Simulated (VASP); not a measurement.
# Cs (I4_1/amd) in VASP: a series of runs

Cs is run at these levels: PBE; tasks: single point.

All numbers are computed with VASP 6.6.1; they aren't measurements. Logs are shortened: lines on timing, memory, paths and dates and some standing lists are left out, and cuts for length are marked.

## 1. The cell of the first run

The structure is tetragonal, space group I4_1/amd (No. 141). The conventional cell has a = 9.749 Å, b = 9.749 Å, c = 5.318 Å, α = 90.00°, β = 90.00°, γ = 90.00°.

## 2. Single point, PBE

INCAR

```
  PREC = Accurate
  ENCUT = 520
  EDIFF = 1E-6
  ISMEAR = 0
  SIGMA = 0.1
  LREAL = F
  LASPH = T
  NELM = 80
  ALGO = Fast
  ISIF = 2
  LWAVE = F
  LCHARG = F
  GGA = PE
  NBANDS = 16
```

KPOINTS

```
Automatic mesh
0
Gamma
  4 4 4
```

POSCAR

```
Cs
1.0
   -4.8745557696      4.8745557696      2.6591601540
    4.8745557696     -4.8745557696      2.6591601540
    4.8745557696      4.8745557696     -2.6591601540
Cs
2
Direct
    0.0000000000      0.0000000000      0.0000000000
    0.7500000000      0.2500000000      0.5000000000
```

Potentials or basis: VASP PAW PBE potentials, release 64 (Cs_sv).

The run is started by

```
> cat potpaw_PBE.64/Cs_sv/POTCAR > POTCAR
> mpirun -np 1 vasp_std > vasp.out
```

OUTCAR:

```text
PREC = Accurate
   ENCUT = 520
   EDIFF = 1E-6
   ISMEAR = 0
   LREAL = F
   LASPH = T
   NELM = 80
   ISIF = 2
   GGA = PE

 ion  position               nearest neighbor table
   1  0.000  0.000  0.000-
   2  0.750  0.250  0.500-

  LATTYP: Found a body centered tetragonal cell.
 ALAT       =     9.7491115392
 C/A-ratio  =     0.5455184595

  Lattice vectors:

 A1 = (  -4.8745557696,   4.8745557696,   2.6591601540)
 A2 = (   4.8745557696,  -4.8745557696,   2.6591601540)
 A3 = (   4.8745557696,   4.8745557696,  -2.6591601540)

Analysis of symmetry for initial positions (statically):
=====================================================================
 Subroutine PRICEL returns:
 Original cell was already a primitive cell.

 Routine SETGRP: Setting up the symmetry group for a
 body centered tetragonal supercell.

 Subroutine GETGRP returns: Found 16 space group operations
 (whereof  8 operations were pure point group operations)
 out of a pool of 16 trial point group operations.

The static configuration has the point symmetry D_2d.
 The point group associated with its full space group is D_4h.

Analysis of symmetry for dynamics (positions and initial velocities):
=====================================================================
 Subroutine PRICEL returns:
 Original cell was already a primitive cell.

 Routine SETGRP: Setting up the symmetry group for a
 body centered tetragonal supercell.

 Subroutine GETGRP returns: Found 16 space group operations
 (whereof  8 operations were pure point group operations)
 out of a pool of 16 trial point group operations.

The dynamic configuration has the point symmetry D_2d.
 The point group associated with its full space group is D_4h.

 Subroutine INISYM returns: Found 16 space group operations
 (whereof  8 operations are pure point group operations),
 and found     1 'primitive' translations

----------------------------------------------------------------------------------------

                                     Primitive cell

  volume of cell :     252.7403

  direct lattice vectors                    reciprocal lattice vectors
    -4.874555770  4.874555770  2.659160154     0.000000000  0.102573449  0.188029292
[... 64 lines left out ...]
 SYSTEM =  unknown system
   PREC   = accura    normal or accurate (medium, high low for compatibility)
   ISTART =      0    job   : 0-new  1-cont  2-samecut
   ICHARG =      2    charge: 1-file 2-atom 10-const
   ISPIN  =      1    spin polarized calculation?
   LNONCOLLINEAR =      F non collinear calculations
   LSORBIT =      F    spin-orbit coupling
   LASPH  =      T    aspherical Exc in radial PAW
   ENCUT  =  520.0 eV  38.22 Ry    6.18 a.u.  13.74 13.74 13.74*2*pi/ulx,y,z
   NELM   =     80;   NELMIN=  2; NELMDL= -5     # of ELM steps
   EDIFF  = 0.1E-05   stopping-criterion for ELM
   LREAL  =      F    real-space projection
[... 7 lines left out ...]
   TEBEG  =    0.0;   TEEND  =   0.0 temperature during run
   PSTRESS=    0.0 pullay stress
   NELECT =      18.0000    total number of electrons
   NUPDOWN=      -1.0000    fix difference up-down
   EMIN   =  10.00;   EMAX   =-10.00  energy-range for DOS
   EFERMI =   0.00;   METHOD = LEGACY
   ISMEAR =     0;   SIGMA  =   0.10  broadening in eV -4-tet -1-fermi 0-gaus
   EFERMI_NEDOS =   21; number of points for ismear=-14 and -15
   IALGO  =     68    algorithm
   IMIX   =      4    mixing-type and parameters
     AMIX     =   0.40;   BMIX     =  1.00
     AMIX_MAG =   1.60;   BMIX_MAG =  1.00
  volume/ion in A,a.u.               =     126.37       852.79
  Fermi-wavevector in a.u.,A,eV,Ry     =   0.678590  1.282349  6.265271  0.460484
  Thomas-Fermi vector in A             =   1.756538
   LORBIT       =      0    0 simple, 1 ext, 2 COOP (PROOUT), +10 PAW based schemes
   GGA     = PE    functional components
   LHFCALC =     F    Hartree Fock is set to
   AEXX    =    0.0000 exact exchange contribution
   IVDW    =     0    specifies the selected vdW correction
   LEPSILON=     F    determine dielectric tensor
   LRPA    =     F    only Hartree local field effects (RPA)
 non-spin polarized calculation
 RMM-DIIS sequential band-by-band and
 Gauss-broadening in eV      SIGMA  =   0.10
  energy-cutoff  :      520.00
  volume of cell :      252.74
 maximum number of plane-waves:      6830
 NGX is ok and might be reduce to    56
   NGX = 27   NGY = 27   NGZ = 27

 number of electron      17.9999997 magnetization

 Free energy of the ion-electron system (eV)
  ---------------------------------------------------
  ext. energy  EPLUGINS =         0.00000000
  ---------------------------------------------------
  free energy    TOTEN  =        -1.59094343 eV

  energy without entropy =       -1.57625162  energy(sigma->0) =       -1.58359753

 E-fermi :   0.3157     XC(G=0):  -5.1675

 val. band max:        0.3128250360   @ k =   0.2500   0.2500   0.0000
 cond. band min:       0.4323306188   @ k =   0.5000   0.2500   0.0000
 fundamental gap:      0.1195055827
 Fermi energy:         0.3157216186

 k-point     1 :       0.0000    0.0000    0.0000
  band No.  band energies     occupation
      1     -23.7488      2.00000
      2     -23.7368      2.00000
      3     -10.6124      2.00000
      4     -10.6124      2.00000
      5     -10.4966      2.00000
      6     -10.4946      2.00000
[... 224 lines left out ...]
      3     -10.6324      2.00000
      4     -10.6324      2.00000
      5     -10.4961      2.00000
      6     -10.4961      2.00000
[... 8 lines left out ...]
     15       3.2116      0.00000
     16       3.2121      0.00000

------------------------ aborting loop because EDIFF is reached ----------------------------------------

  FORCE on cell =-STRESS in cart. coord.  units (eV):
  Direction    XX          YY          ZZ          XY          YZ          ZX
  --------------------------------------------------------------------------------------
  -------------------------------------------------------------------------------------
  Total       -0.1407514     -0.1407514     -0.0055079      0.0000000     -0.0000000      0.0000000
  in kB       -0.8922545     -0.8922545     -0.0349159      0.0000000     -0.0000000      0.0000000
  external PRESSURE =      -0.6064750 kB  Pullay stress =       0.0000000 kB

 VOLUME and BASIS-vectors are now :
 -----------------------------------------------------------------------------
  energy-cutoff  :      520.00
  volume of cell :      252.74
      direct lattice vectors                 reciprocal lattice vectors
    -4.874555770  4.874555770  2.659160154     0.000000000  0.102573449  0.188029292
     4.874555770 -4.874555770  2.659160154     0.102573449  0.000000000  0.188029292
     4.874555770  4.874555770 -2.659160154     0.102573449  0.102573449  0.000000000

 POSITION                                       TOTAL-FORCE (eV/Angst)
 -----------------------------------------------------------------------------------
      0.00000      0.00000      0.00000         0.000000     -0.000000     -0.000000
      0.00000      4.87456      1.32958        -0.000000      0.000000      0.000000
 -----------------------------------------------------------------------------------
    total drift:                               -0.000000     -0.000000      0.000000

  FREE ENERGIE OF THE ION-ELECTRON SYSTEM (eV)
  ---------------------------------------------------
  free  energy   TOTEN  =        -1.5909434333 eV

  energy  without entropy=       -1.5762516204  energy(sigma->0) =       -1.58359753
```

OSZICAR:

```text
N       E                     dE             d eps       ncg     rms          rms(c)
DAV:   1     0.125505548639E+03    0.12551E+03   -0.56352E+03   416   0.804E+02
DAV:   2     0.157323996246E+02   -0.10977E+03   -0.10483E+03   632   0.145E+02
DAV:   3    -0.121674103070E+01   -0.16949E+02   -0.16902E+02   568   0.583E+01
DAV:   4    -0.158618160558E+01   -0.36944E+00   -0.36941E+00   536   0.101E+01
DAV:   5    -0.158904112755E+01   -0.28595E-02   -0.28595E-02   576   0.904E-01    0.193E-01
RMM:   6    -0.158939891751E+01   -0.35779E-03   -0.26991E-03   425   0.238E-01    0.135E-01
RMM:   7    -0.159080421056E+01   -0.14053E-02   -0.95580E-03   450   0.414E-01    0.580E-02
RMM:   8    -0.159092345337E+01   -0.11924E-03   -0.48726E-04   579   0.119E-01    0.677E-03
RMM:   9    -0.159094023144E+01   -0.16778E-04   -0.10462E-04   595   0.445E-02    0.465E-03
RMM:  10    -0.159094298599E+01   -0.27545E-05   -0.16810E-05   577   0.198E-02    0.117E-03
RMM:  11    -0.159094343326E+01   -0.44727E-06   -0.76365E-06   522   0.927E-03
   1 F= -.15909434E+01 E0= -.15835975E+01  d E =-.146918E-01
```

stdout:

```text
POSCAR found type information on POSCAR Cs
 POSCAR found :  1 types and       2 ions
 scaLAPACK will be used
 LDA part: xc-table for (Slater+PW92), standard interpolation
 POSCAR, INCAR and KPOINTS ok, starting setup
 FFT: planning ... GRIDC
 FFT: planning ... GRID_SOFT
 FFT: planning ... GRID
 WAVECAR not read
 entering main loop
```

Run time: 57 s. Hardware: 1 thread of Intel Xeon Platinum 8259CL at 2.50GHz (Skylake/Cascade Lake), shared host; peak memory 0.4 GiB.

Results:

* Free energy: -1.5909 eV
* Pressure: -0.1 GPa
* Band gap on the k mesh: zero (bands 9 and 10 overlap by 1.09 eV)

Stress tensor (GPa, compression positive):
```
-0.09  0.00  0.00
 0.00 -0.09  0.00
 0.00  0.00  0.00
```

Levels at points of the mesh, in eV from the Fermi level:
| k point | band 7 | band 8 | band 9 | band 10 | band 11 | band 12 |
| --- | --- | --- | --- | --- | --- | --- |
| (0.00, 0.00, 0.00) | -10.80 | -10.80 | -1.65 | 0.40 | 1.07 | 1.52 |
| (0.50, 0.00, 0.00) | -10.84 | -10.80 | -0.01 | 0.45 | 0.60 | 1.28 |
| (0.50, 0.50, 0.00) | -10.80 | -10.80 | -0.68 | -0.68 | 1.38 | 1.38 |
| (0.50, 0.50, 0.50) | -10.79 | -10.79 | -0.20 | -0.20 | 0.43 | 0.43 |

Caveat: spin-orbit coupling is left out, which moves the levels of the heavy elements.

## 3. Single point, PBE

This run uses another cell than the first one, of 122.27 Å³/atom.

INCAR

```
SYSTEM = Cs
ALGO = Fast
EDIFF = 1E-6
ENCUT = 520
GGA = PE
ISIF = 2
ISMEAR = 0
LASPH = .TRUE.
LCHARG = .FALSE.
LREAL = .FALSE.
LWAVE = .FALSE.
NBANDS = 16
NELM = 80
PREC = Accurate
SIGMA = 0.1
```

KPOINTS

```
k-points
0
G
  12 12 12
  0 0 0
```

POSCAR

```
Cs
1.0
   -4.8400492764      4.8400492764      2.6097372909
    4.8400492764     -4.8400492764      2.6097372909
    4.8400492764      4.8400492764     -2.6097372909
Cs
2
Direct
    0.0000000000      0.0000000000      0.0000000000
    0.7500000000      0.2500000000      0.5000000000
```

Potentials or basis: VASP PAW PBE potentials, release 64 (Cs_sv).

The run is started by

```
> cat potpaw_PBE.64/Cs_sv/POTCAR > POTCAR
> mpirun -np 1 vasp_std > vasp.out
```

Run time: 14 min. Hardware: 1 thread of Intel Xeon Platinum 8259CL at 2.50GHz (Skylake/Cascade Lake), shared host; peak memory 0.74 GiB.

Results (log left out):

```yaml
Free_energy: -1.5937 eV
Pressure: 0.0 GPa
Band_gap_on_the_k_mesh: zero (bands 9 and 10 overlap by 1.17 eV)
```

Levels at points of the mesh, in eV from the Fermi level:
```csv
k point,band 6,band 7,band 8,band 9,band 10,band 11,band 12,band 13
"(0.00, 0.00, 0.00)",-10.73,-10.73,-10.73,-1.62,0.43,1.12,1.57,1.95
"(0.50, 0.00, 0.00)",-10.78,-10.77,-10.72,0.07,0.54,0.64,1.36,1.64
"(0.50, 0.50, 0.00)",-10.80,-10.72,-10.72,-0.63,-0.63,1.44,1.44,1.78
"(0.50, 0.50, 0.50)",-10.73,-10.71,-10.71,-0.15,-0.15,0.49,0.49,1.93
```

Caveat: spin-orbit coupling is left out, which moves the levels of the heavy elements.
